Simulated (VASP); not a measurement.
SiMo3:

```
Si Mo
1.0
     4.90645    0.00000    0.00000
     0.00000    4.90645    0.00000
     0.00000    0.00000    4.90645
Si Mo
2 6
Direct
  0.00000 0.00000 0.00000
  0.50000 0.50000 0.50000
  0.25000 0.00000 0.50000
  0.50000 0.75000 0.00000
  0.75000 0.00000 0.50000
  0.50000 0.25000 0.00000
  0.00000 0.50000 0.75000
  0.00000 0.50000 0.25000
```

| Item | Value |
| --- | --- |
| Program | VASP 6.6.1 |
| Task | relaxation of cell and atoms |
| Functional | PBEsol |
| Potentials or basis | VASP PAW PBE potentials, release 64 (Si, Mo_sv) |
| Cutoff | 600 eV |
| k mesh | 8 × 8 × 8 |
| Occupations | gaussian, width 0.1 eV |
| Spin | no spin polarisation |

At the start: pressure -6.5 GPa; volume 14.76 Å³/atom.

Question: Where does the relaxation end?

Answer: Over 4 steps the energy falls by 7.7 meV/atom and the volume is 14.39 Å³/atom (-2.5 %); space group Pm-3n (No. 223, to 0.1 Å) before and after.

Step by step:
```csv
step,energy change (eV),largest force (eV/Å),pressure (GPa),volume (Å³)
1,0.0000,0.0000,-6.48,118.11
2,0.3290,0.0000,19.08,108.20
3,-0.0618,0.0000,-0.16,115.21
4,-0.0618,0.0000,-0.01,115.14
```

Final structure:
```
CELL_PARAMETERS angstrom
4.86492 0.00000 0.00000
0.00000 4.86492 0.00000
0.00000 0.00000 4.86492
ATOMIC_POSITIONS crystal
Si 0.00000 0.00000 0.00000
Si 0.50000 0.50000 0.50000
Mo 0.25000 0.00000 0.50000
Mo 0.50000 0.75000 0.00000
Mo 0.75000 0.00000 0.50000
Mo 0.50000 0.25000 0.00000
Mo 0.00000 0.50000 0.75000
Mo 0.00000 0.50000 0.25000
```

Caveat: the PAW data sets were made with another functional, which shifts forces and pressure a little.
